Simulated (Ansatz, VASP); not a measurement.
# Te in VASP and in Ansatz

```
Te
1.0
     4.10708   -2.30006    0.00000
     4.10708    2.30006    0.00000
    -0.12654    0.00000    3.95735
Te
3
Direct
  0.67600 0.67600 0.67500
  0.32400 0.32400 0.32500
  0.00000 0.00000 0.00000
```

Change from the starting cell: equal xx and yy strain of -3 %, crystal datasets.

Alike in both runs: task electric field gradients; functional PBE; k mesh 8 × 8 × 8; occupations fermi-dirac, width 0.05 eV; no spin polarisation.

|  | VASP | Ansatz |
| --- | --- | --- |
| version | VASP 6.6.1 | Ansatz 0.2.0 |
| potentials or method | VASP PAW PBE potentials, release 64 (Te), cutoff 520 eV | all-electron PAW with datasets made for the crystal, scalar-relativistic |

```tsv
	VASP	Ansatz	Ansatz less VASP
pressure (GPa)	16.9	16.9	+0.03
traceless stress, the component that is largest in VASP (GPa)	-2.55	-2.51	+0.046
rms of the force components (eV/Å)	0.342	0.338	-0.0036
size of Vzz on the site where it differs most (V/Å²)	292.7	305.0	+12.24
```

Atom by atom the forces differ by 0.004 eV/Å (rms over components). Ansatz ran all-electron here, and VASP with PAW potentials.

Spin-orbit coupling is off throughout.
